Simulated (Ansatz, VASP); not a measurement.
**Sb in VASP and in Ansatz**

INCAR

```
SYSTEM = Sb
  ALGO = Normal
  EDIFF = 1E-6
  ENCUT = 500
  GGA = PE
  GGA_COMPAT = .FALSE.
  ISIF = 2
  ISMEAR = 0
  LASPH = .TRUE.
  LCHARG = .TRUE.
  LELF = .TRUE.
  LREAL = .FALSE.
  LVHAR = .TRUE.
  LWAVE = .FALSE.
  NBANDS = 8
  NELM = 120
  PREC = Accurate
  SIGMA = 0.015
```

The input KPOINTS:

```
k-points
0
G
  8 8 8
  0 0 0
```

The input POSCAR:

```
Sb
1.0
    3.1600000000      0.0000000000      0.0000000000
    0.0000000000      3.1600000000      0.0000000000
    0.0000000000      0.0000000000      3.1600000000
Sb
1
Direct
    0.0000000000      0.0000000000      0.0000000000
```

input.yaml

```yaml
crystal:
  lattice:
    - [3.16, 0.0, 0.0]
    - [0.0, 3.16, 0.0]
    - [0.0, 0.0, 3.16]
  atoms:
    - { symbol: Sb, position: [0.0, 0.0, 0.0] }
hamiltonian:
  xc: pbe
  pseudopotentials: { kind: paw }
kpoints:
  mp_grid: { grid: [8, 8, 8] }
scf:
  occupations: { method: gaussian, width: 0.015 }
output:
  forces: true
  stress: true
  eigenvalues: true
  write_density: true
  write_potential: true
  elf: true
  volumetric_format: npy
```

Alike in both runs: task single point; functional PBE; k mesh 8 × 8 × 8; occupations gaussian, width 0.015 eV; no spin polarisation.

|  | VASP | Ansatz |
| --- | --- | --- |
| version | VASP 6.6.1 | Ansatz 0.2.0 |
| potentials or method | VASP PAW PBE potentials, release 64 (Sb) | Ansatz PAW |
| plane-wave cutoff (eV) | 500 | 420 |
| valence electrons in the cell | 5 | 15 |

```tsv
	VASP	Ansatz	Ansatz less VASP
gap on the k mesh at the Fermi level (eV)	none	none	-
pressure (GPa)	-2.3	-2.3	+0.04
```

A gap of «none» marks a metal or a gap that the smearing closes. VASP's potentials hold 5 valence electrons a cell and Ansatz's 15, so a difference there can come from the potentials and not from the codes.

Spin-orbit coupling is off throughout.
